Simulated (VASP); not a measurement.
# SnO2 (P2_1/c) in VASP: further runs

The runs below take SnO2 through single point, with PBE.

Everything below comes from runs of VASP 6.6.1. Logs are shortened: lines on timing, memory, paths and dates and some standing lists are left out, and cuts for length are marked.

### Step 1. The cell of the first run

Symmetry: P2_1/c, No. 14, monoclinic system. Conventional cell: a = 5.176 Å, b = 5.175 Å, c = 5.176 Å, α = 90.00°, β = 92.29°, γ = 90.00°. Sn (site symmetry -1) has 6 O at 2.09 to 2.14 Å within 2.8 Å. Within 2.8 Å of Sn (site symmetry -1) lie 6 O at 2.09 to 2.13 Å. O (site symmetry 1) has 3 Sn at 2.09 to 2.12 Å and 6 O at 2.70 to 2.79 Å within 2.8 Å. Within 2.8 Å of O (site symmetry 1) lie 3 Sn at 2.11 to 2.14 Å and 6 O at 2.70 to 2.79 Å.

### Step 2. Single point, PBE

Input file INCAR:

```
SYSTEM = SnO2
PREC = Accurate
ENCUT = 520
EDIFF = 1E-7
ISMEAR = -1
SIGMA = 0.05
LREAL = .False.
LASPH = .True.
NELM = 100
ALGO = Normal
ISIF = 2
LWAVE = .False.
LCHARG = .False.
GGA = PE
NBANDS = 64
```

Input file KPOINTS:

```
regular mesh
0
Gamma
  4 4 4
  0 0 0
```

Input file POSCAR:

```
SnO2
1.0
    5.1752560000     -0.1035051200      0.0000000000
   -0.1035051200      5.1752560000      0.0000000000
    0.0000000000      0.0000000000      5.1752560000
Sn O
4 8
Direct
    0.0000000000      0.0000000000      0.0000000000
    0.5000000000      0.0000000000      0.5000000000
    0.5000000000      0.5000000000      0.0000000000
    0.0000000000      0.5000000000      0.5000000000
    0.6594258326      0.8397892716      0.1618142220
    0.8405741674      0.1602107284      0.6618142220
    0.1630712404      0.6618513339      0.8391228420
    0.3369287596      0.3381486661      0.3391228420
    0.6630712404      0.6618513339      0.6608771580
    0.8369287596      0.3381486661      0.1608771580
    0.1594258326      0.8397892716      0.3381857780
    0.3405741674      0.1602107284      0.8381857780
```

Potentials or basis: VASP PAW PBE potentials, release 64 (Sn_d, O).

Run with:

```sh
cat potpaw_PBE.64/Sn_d/POTCAR potpaw_PBE.64/O/POTCAR > POTCAR
mpirun -np 1 vasp_std > vasp.out
```

OUTCAR:

```text
SYSTEM = SnO2
   PREC = Accurate
   ENCUT = 520
   EDIFF = 1E-7
   ISMEAR = -1
   LREAL = .False.
   LASPH = .True.
   NELM = 100
   ISIF = 2
   GGA = PE

 ion  position               nearest neighbor table
   1  0.000  0.000  0.000-   5 2.09  12 2.09  11 2.12   6 2.12   7 2.14  10 2.14   3 3.59   3 3.59
                             4 3.66   2 3.66   4 3.66   4 3.66   4 3.66   2 3.66   2 3.66   2 3.66
   2  0.500  0.000  0.500-   6 2.09  11 2.09   5 2.12  12 2.12   8 2.14   9 2.14   4 3.59   4 3.59
                             1 3.66   1 3.66   3 3.66   3 3.66   3 3.66   1 3.66   1 3.66   3 3.66
   3  0.500  0.500  0.000-   5 2.09  12 2.09   9 2.11   8 2.11  10 2.13   7 2.13   1 3.59   1 3.59
                             4 3.66   2 3.66   4 3.66   2 3.66   2 3.66   4 3.66   4 3.66   2 3.66
   4  0.000  0.500  0.500-   6 2.09  11 2.09  10 2.11   7 2.11   8 2.13   9 2.13   2 3.59   2 3.59
                             3 3.66   1 3.66   3 3.66   1 3.66   1 3.66   3 3.66   3 3.66   1 3.66
   5  0.659  0.840  0.162-   3 2.09   1 2.09   2 2.12
   6  0.841  0.160  0.662-   4 2.09   2 2.09   1 2.12
   7  0.163  0.662  0.839-   4 2.11   3 2.13   1 2.14
   8  0.337  0.338  0.339-   3 2.11   4 2.13   2 2.14
   9  0.663  0.662  0.661-   3 2.11   4 2.13   2 2.14
  10  0.837  0.338  0.161-   4 2.11   3 2.13   1 2.14
  11  0.159  0.840  0.338-   4 2.09   2 2.09   1 2.12
  12  0.341  0.160  0.838-   3 2.09   1 2.09   2 2.12

  LATTYP: Found a base centered orthorhombic cell.
 ALAT       =     7.1725388795
 B/A-ratio  =     1.0408163265
 C/A-ratio  =     0.7215375318

  Lattice vectors:

 A1 = (   5.1752560000,  -0.1035051200,   0.0000000000)
 A2 = (  -0.1035051200,   5.1752560000,   0.0000000000)
 A3 = (   0.0000000000,   0.0000000000,   5.1752560000)

Analysis of symmetry for initial positions (statically):
=====================================================================
 Subroutine PRICEL returns:
 Original cell was already a primitive cell.

 Routine SETGRP: Setting up the symmetry group for a
 base centered orthorhombic supercell.

 Subroutine GETGRP returns: Found  4 space group operations
 (whereof  2 operations were pure point group operations)
 out of a pool of  8 trial point group operations.

The static configuration has the point symmetry S_2 .
 The point group associated with its full space group is C_2h.

Analysis of symmetry for dynamics (positions and initial velocities):
=====================================================================
 Subroutine PRICEL returns:
 Original cell was already a primitive cell.

 Routine SETGRP: Setting up the symmetry group for a
 base centered orthorhombic supercell.

 Subroutine GETGRP returns: Found  4 space group operations
 (whereof  2 operations were pure point group operations)
 out of a pool of  8 trial point group operations.

The dynamic configuration has the point symmetry S_2 .
 The point group associated with its full space group is C_2h.

 Subroutine INISYM returns: Found  4 space group operations
 (whereof  2 operations are pure point group operations),
 and found     1 'primitive' translations

----------------------------------------------------------------------------------------

                                     Primitive cell

  volume of cell :     138.5549

  direct lattice vectors                    reciprocal lattice vectors
     5.175256000 -0.103505120  0.000000000     0.193304478  0.003866090  0.000000000
    -0.103505120  5.175256000  0.000000000     0.003866090  0.193304478  0.000000000
     0.000000000  0.000000000  5.175256000     0.000000000  0.000000000  0.193227156

  length of vectors
     5.176290948  5.176290948  5.175256000     0.193343135  0.193343135  0.193227156

  position of ions in fractional coordinates (direct lattice)
     0.000000000  0.000000000  0.000000000
     0.500000000  1.000000000  0.500000000
     0.500000000  0.500000000  0.000000000
     1.000000000  0.500000000  0.500000000
     0.659425833  0.839789272  0.161814222
     0.840574167  0.160210728  0.661814222
     0.163071240  0.661851334  0.839122842
     0.336928760  0.338148666  0.339122842
     0.663071240  0.661851334  0.660877158
     0.836928760  0.338148666  0.160877158
     0.159425833  0.839789272  0.338185778
     0.340574167  0.160210728  0.838185778

  ion indices of the primitive-cell ions
   primitive index   ion index
                 1           1
                 2           2
                 3           3
                 4           4
                 5           5
                 6           6
                 7           7
                 8           8
                 9           9
                10          10
                11          11
                12          12

----------------------------------------------------------------------------------------

 KPOINTS: regular mesh

Automatic generation of k-mesh.
 Grid dimensions read from file:
 generate k-points for:    4    4    4

 Generating k-lattice:

  Cartesian coordinates                     Fractional coordinates (reciprocal lattice)
     0.048326120  0.000966522  0.000000000     0.250000000 -0.000000000  0.000000000
     0.000966522  0.048326120  0.000000000    -0.000000000  0.250000000  0.000000000
     0.000000000  0.000000000  0.048306789     0.000000000  0.000000000  0.250000000

  Length of vectors
     0.048335784  0.048335784  0.048306789

  Shift w.r.t. Gamma in fractional coordinates (k-lattice)
     0.000000000  0.000000000  0.000000000

 Subroutine IBZKPT returns following result:
 ===========================================

 Found     30 irreducible k-points:

 Following reciprocal coordinates:
            Coordinates               Weight
  0.000000  0.000000  0.000000      1.000000
  0.250000 -0.000000  0.000000      2.000000
 -0.000000  0.250000  0.000000      2.000000
  0.500000 -0.000000  0.000000      1.000000
 -0.000000  0.500000  0.000000      1.000000
  0.250000  0.250000  0.000000      2.000000
[... 16 lines left out ...]
 -0.000000  0.250000  0.500000      2.000000
  0.500000 -0.000000  0.500000      1.000000
 [... further k-points ...]
   k-points           NKPTS =     30   k-points in BZ     NKDIM =     30   number of bands    NBANDS=     64
   number of dos      NEDOS =    301   number of ions     NIONS =     12
   total plane-waves  NPLWV =  64000
   dimension x,y,z NGX =    40 NGY =   40 NGZ =   40
   dimension x,y,z NGXF=    80 NGYF=   80 NGZF=   80
   ions per type =               4   8
   NGX,Y,Z   is equivalent  to a cutoff of  12.85, 12.85, 12.85 a.u.
   NGXF,Y,Z  is equivalent  to a cutoff of  25.69, 25.69, 25.70 a.u.
 SYSTEM =  SnO2
   PREC   = accura    normal or accurate (medium, high low for compatibility)
   ISTART =      0    job   : 0-new  1-cont  2-samecut
   ICHARG =      2    charge: 1-file 2-atom 10-const
   ISPIN  =      1    spin polarized calculation?
   LNONCOLLINEAR =      F non collinear calculations
   LSORBIT =      F    spin-orbit coupling
   LASPH  =      T    aspherical Exc in radial PAW
   ENCUT  =  520.0 eV  38.22 Ry    6.18 a.u.   9.62  9.62  9.62*2*pi/ulx,y,z
   NELM   =    100;   NELMIN=  2; NELMDL= -5     # of ELM steps
   EDIFF  = 0.1E-06   stopping-criterion for ELM
   LREAL  =      F    real-space projection
   EDIFFG = 0.1E-05   stopping-criterion for IOM
   NSW    =      0    number of steps for IOM
   IBRION =     -1    ionic relax: 0-MD 1-quasi-New 2-CG
   NFREE  =      0    steps in history (QN), initial steepest desc. (CG)
   ISIF   =      2    stress and relaxation
   ISYM   =      2    0-nonsym 1-usesym 2-fastsym
   POTIM  = 0.5000    time-step for ionic-motion
   TEBEG  =    0.0;   TEEND  =   0.0 temperature during run
   PSTRESS=    0.0 pullay stress
   NELECT =     104.0000    total number of electrons
   NUPDOWN=      -1.0000    fix difference up-down
   EMIN   =  10.00;   EMAX   =-10.00  energy-range for DOS
   EFERMI =   0.00;   METHOD = LEGACY
   ISMEAR =    -1;   SIGMA  =   0.05  broadening in eV -4-tet -1-fermi 0-gaus
   EFERMI_NEDOS =   21; number of points for ismear=-14 and -15
   IALGO  =     38    algorithm
   IMIX   =      4    mixing-type and parameters
     AMIX     =   0.40;   BMIX     =  1.00
     AMIX_MAG =   1.60;   BMIX_MAG =  1.00
  volume/ion in A,a.u.               =      11.55        77.92
  Fermi-wavevector in a.u.,A,eV,Ry     =   1.487803  2.811540 30.117272  2.213557
  Thomas-Fermi vector in A             =   2.600917
   LORBIT       =      0    0 simple, 1 ext, 2 COOP (PROOUT), +10 PAW based schemes
   GGA     = PE    functional components
   LHFCALC =     F    Hartree Fock is set to
   AEXX    =    0.0000 exact exchange contribution
   IVDW    =     0    specifies the selected vdW correction
   LEPSILON=     F    determine dielectric tensor
   LRPA    =     F    only Hartree local field effects (RPA)
 non-spin polarized calculation
  energy-cutoff  :      520.00
  volume of cell :      138.55
 maximum number of plane-waves:      3767
 NGX is ok and might be reduce to    40
   NGX = 19   NGY = 19   NGZ = 19

 number of electron     103.9999976 magnetization

 Free energy of the ion-electron system (eV)
  ---------------------------------------------------
  ext. energy  EPLUGINS =         0.00000000
  ---------------------------------------------------
  free energy    TOTEN  =       -73.34241538 eV

  energy without entropy =      -73.34194245  energy(sigma->0) =      -73.34217892

 E-fermi :   6.9290     XC(G=0): -11.6248

 val. band max:        6.6248506859   @ k =  -0.0000   0.5000   0.0000
 cond. band min:       7.1175730624   @ k =   0.0000   0.0000   0.0000
 fundamental gap:      0.4927223765
 Fermi energy:         6.9289854548

 k-point     1 :       0.0000    0.0000    0.0000
  band No.  band energies     occupation
      1     -14.3356      2.00000
      2     -14.2595      2.00000
      3     -14.1689      2.00000
      4     -13.6173      2.00000
      5     -13.5962      2.00000
      6     -13.5788      2.00000
[... 1597 lines left out ...]
     63      16.9578      0.00000
     64      16.9578      0.00000

 [... further k-points ...]

------------------------ aborting loop because EDIFF is reached ----------------------------------------

  FORCE on cell =-STRESS in cart. coord.  units (eV):
  Direction    XX          YY          ZZ          XY          YZ          ZX
  --------------------------------------------------------------------------------------
  -------------------------------------------------------------------------------------
  Total        0.1306156      0.3421798      0.0114229      3.5195705      0.0000000      0.0000000
  in kB        1.5103718      3.9567913      0.1320890     40.6985088      0.0000000      0.0000000
  external PRESSURE =       1.8664174 kB  Pullay stress =       0.0000000 kB

 VOLUME and BASIS-vectors are now :
 -----------------------------------------------------------------------------
  energy-cutoff  :      520.00
  volume of cell :      138.55
      direct lattice vectors                 reciprocal lattice vectors
     5.175256000 -0.103505120  0.000000000     0.193304478  0.003866090  0.000000000
    -0.103505120  5.175256000  0.000000000     0.003866090  0.193304478  0.000000000
     0.000000000  0.000000000  5.175256000     0.000000000  0.000000000  0.193227156

 POSITION                                       TOTAL-FORCE (eV/Angst)
 -----------------------------------------------------------------------------------
      0.00000      0.00000      0.00000        -0.000000     -0.000000      0.000000
      2.58763     -0.05175      2.58763         0.000000     -0.000000      0.000000
      2.53588      2.53588      0.00000         0.000000     -0.000000      0.000000
     -0.05175      2.58763      2.58763        -0.000000     -0.000000      0.000000
      3.32578      4.27787      0.83743        -0.006405      0.003143     -0.001385
      4.33360      0.74213      3.42506         0.006405     -0.003143     -0.001385
      0.77543      3.40837      4.34268         0.004864     -0.002998     -0.003146
      1.70869      1.71513      1.75505        -0.004864      0.002998     -0.003146
      3.36306      3.35662      3.42021         0.004864     -0.002998      0.003146
      4.29632      1.66338      0.83258        -0.004864      0.002998      0.003146
      0.73815      4.32962      1.75020        -0.006405      0.003143      0.001385
      1.74598      0.79388      4.33783         0.006405     -0.003143      0.001385
 -----------------------------------------------------------------------------------
    total drift:                                0.000000      0.000000     -0.000000

  FREE ENERGIE OF THE ION-ELECTRON SYSTEM (eV)
  ---------------------------------------------------
  free  energy   TOTEN  =       -73.3424153816 eV

  energy  without entropy=      -73.3419424529  energy(sigma->0) =      -73.34217892
```

It took 13 min on 1 thread of AMD EPYC 7R13 (Zen 3), shared host; peak memory 0.32 GiB.

Results:

| Quantity | Value |
| --- | --- |
| Free energy | -73.3424 eV |
| Pressure | 0.2 GPa |
| Largest force | 0.007 eV/Å |
| Band gap on the k mesh | 0.49 eV, indirect (least direct gap 0.52 eV) |

Forces on the atoms (eV/Å):
```
Sn   0.000  0.000  0.000
Sn   0.000  0.000  0.000
Sn   0.000  0.000  0.000
Sn   0.000  0.000  0.000
O   -0.006  0.003 -0.001
O    0.006 -0.003 -0.001
O    0.005 -0.003 -0.003
O   -0.005  0.003 -0.003
O    0.005 -0.003  0.003
O   -0.005  0.003  0.003
O   -0.006  0.003  0.001
O    0.006 -0.003  0.001
```

Levels at points of the mesh, in eV from the valence-band top:
| k point | band 48 | band 49 | band 50 | band 51 | band 52 | band 53 | band 54 | band 55 | band 56 | band 57 |
| --- | --- | --- | --- | --- | --- | --- | --- | --- | --- | --- |
| (0.00, 0.00, 0.00) | -0.77 | -0.34 | -0.23 | -0.13 | -0.03 | 0.49 | 5.57 | 5.65 | 5.75 | 7.17 |
| (0.50, 0.00, 0.00) | -0.79 | -0.51 | -0.51 | -0.07 | -0.07 | 3.55 | 3.55 | 4.79 | 4.79 | 7.64 |
| (0.00, 0.50, 0.00) | -0.72 | -0.59 | -0.44 | -0.15 | 0.00 | 3.42 | 3.68 | 4.68 | 4.89 | 7.47 |
| (0.50, 0.50, 0.00) | -1.17 | -0.43 | -0.43 | -0.33 | -0.33 | 4.30 | 4.30 | 4.56 | 4.56 | 7.51 |
| (0.00, 0.00, 0.50) | -0.78 | -0.53 | -0.53 | -0.05 | -0.05 | 3.55 | 3.55 | 4.77 | 4.77 | 7.63 |
| (0.50, 0.00, 0.50) | -1.15 | -0.46 | -0.46 | -0.28 | -0.28 | 4.35 | 4.35 | 4.51 | 4.51 | 7.70 |
| (0.00, 0.50, 0.50) | -1.10 | -0.46 | -0.46 | -0.29 | -0.29 | 4.30 | 4.30 | 4.56 | 4.56 | 7.58 |
| (0.50, 0.50, 0.50) | -1.19 | -0.78 | -0.78 | -0.59 | -0.59 | 4.78 | 4.78 | 5.05 | 5.05 | 7.02 |

Caveat: spin-orbit coupling is left out, which moves the levels of the heavy elements. A k mesh can miss the band edges.

(Continued in part 2 of 2.)
